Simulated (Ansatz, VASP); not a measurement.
# Co: VASP beside Ansatz

```xyz
2
Lattice="2.4584 0.0000 0.0000 -1.2292 2.1290 0.0000 0.0000 0.0000 3.9607" Properties=species:S:1:pos:R:3 pbc="T T T"
Co    0.0000    1.4194    0.9902
Co    1.2292    0.7097    2.9705
```

Alike in both runs: task single point; functional PBE; k mesh 15 × 15 × 8; occupations fermi-dirac, width 0.1 eV; no spin polarisation.

|  | VASP | Ansatz |
| --- | --- | --- |
| version | VASP 6.6.1 | Ansatz 0.2.0 |
| potentials or method | VASP PAW PBE potentials, release 64 (Co), cutoff 520 eV | plane waves (600 eV) with PAW, scalar-relativistic |
| valence electrons in the cell | 18 | 34 |

Ansatz gave:

```
pressure (GPa)                                                : -0.1
traceless stress, the component that is largest in VASP (GPa) : -0.01
```

Problem. What did VASP give for the same quantities?

Solution. Pressure (GPa): -0.6; traceless stress, the component that is largest in VASP (GPa): -0.10.

VASP's potentials hold 18 valence electrons a cell and Ansatz's 34, so a difference there can come from the potentials and not from the codes.
